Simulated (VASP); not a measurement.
Write the native input for VASP 6.6.1 that does the following.

- Task: relaxation of cell and atoms
- Functional: BLYP
- Dispersion: D4
- Potentials or basis: VASP PAW PBE potentials, release 64 (Ti_sv, B)
- Cutoff: 600 eV
- k mesh: 10 × 10 × 8
- Occupations: fermi-dirac, width 0.05 eV
- Spin: no spin polarisation
- Dipole correction: no
- Further INCAR settings: ALGO = Normal; EDIFF = 1e-07; IBRION = 2; EDIFFG = -0.01; NSW = 60; ISIF = 3

The structure of TiB2 lies in POSCAR:

```
TiB2
1.0
    3.0292000000      0.0000000000      0.0000000000
   -1.5146000000      2.6233641531      0.0000000000
    0.0000000000      0.0000000000      3.2284000000
Ti B
1 2
Direct
    0.0000000000      0.0000000000      0.0000000000
    0.6666666667      0.3333333333      0.5000000000
    0.3333333333      0.6666666667      0.5000000000
```

The input as run:

INCAR

```
PREC = Accurate
ENCUT = 600
EDIFF = 1E-7
ISMEAR = -1
SIGMA = 0.05
LREAL = False
LASPH = True
NELM = 60
ALGO = Normal
ISIF = 3
LWAVE = False
LCHARG = False
GGA = B5
ALDAX = 1.0
AGGAX = 1.0
AGGAC = 1.0
ALDAC = 0.0
IVDW = 13
VDW_S6 = 1.0
VDW_S8 = 2.34076671
VDW_A1 = 0.44488865
VDW_A2 = 4.0933009
IBRION = 2
NSW = 60
EDIFFG = -0.01
```

KPOINTS

```
Automatic mesh
0
Gamma
  10 10 8
```

Potentials or basis: VASP PAW PBE potentials, release 64 (Ti_sv, B).

The run is started by

```bash
$ cat potpaw_PBE.64/Ti_sv/POTCAR potpaw_PBE.64/B/POTCAR > POTCAR
$ mpirun -np 1 vasp_std > vasp.out
```

Results of the run:

| Property | Result |
| --- | --- |
| Relaxed volume | 8.27 Å³/atom |
| Relaxed cell | a = 2.998 Å, b = 2.998 Å, c = 3.188 Å, α = 90.00°, β = 90.00°, γ = 120.00° |
| Space group after relaxing (to 0.05 Å) | P6/mmm (No. 191) |
| Energy gained by relaxing | 7.0 meV/atom |
| Ionic steps | 5 |
| Pressure after relaxing | 0.1 GPa |
| Band gap on the k mesh | zero (band 9 reaches 11.23 eV, above the bottom of band 10 at 10.61 eV) |
| Dispersion energy per atom | -0.685 eV |

Caveat: the PAW data sets were made with another functional, which shifts forces and pressure a little; pairwise dispersion overbinds metals, which lowers pressure and volume.

Run time: 3.2 min on 1 thread of Intel(R) Xeon(R) Platinum 8259CL CPU @ 2.50GHz (Skylake/Cascade Lake), with other jobs on the host, peak memory 0.16 GiB.
